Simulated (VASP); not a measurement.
## PbS: density of states with PBE

The system is PbS.

```xyz
2
Lattice="4.0897 0.0000 0.0000 -2.0448 3.5418 0.0000 0.0000 0.0000 3.7882" Properties=species:S:1:pos:R:3 pbc="T T T"
Pb    0.0000    0.0000    0.0000
S     2.0448    1.1806    1.8941
```

```
Program                 : VASP 6.6.1
Task                    : density of states
Functional              : PBE
Potentials or basis     : VASP PAW PBE potentials, release 64 (Pb_d, S)
Cutoff                  : 520 eV
k mesh                  : 6 × 6 × 4
Occupations             : tetrahedron, width 0.1 eV
Spin                    : no spin polarisation
Dipole correction       : no
k mesh for the DOS      : 9 × 9 × 6
Occupations for the DOS : tetrahedron
Further INCAR settings  : ALGO = Normal; EDIFF = 1e-06; NBANDS = 17
```

| Property | Result |
| --- | --- |
| Valence electrons inside the program's atomic spheres | Pb 11.81; S 3.68 |

Levels at points of the mesh, in eV from the Fermi level:
```csv
k point,band 7,band 8,band 9,band 10,band 11,band 12,band 13,band 14
"(0.00, 0.00, 0.00)",-6.37,-2.06,-1.59,-1.59,3.55,3.55,5.36,6.59
"(0.00, 0.00, 0.50)",-8.88,-1.00,-1.00,0.10,0.98,3.95,3.95,8.31
```

Run time: 67 s on 1 thread of Intel Xeon 8259CL, with other jobs on the host, peak memory 0.18 GiB.

Caveat: the k points lie up to 0.41 Å⁻¹ apart; spin-orbit coupling is left out, which moves the levels of the heavy elements.
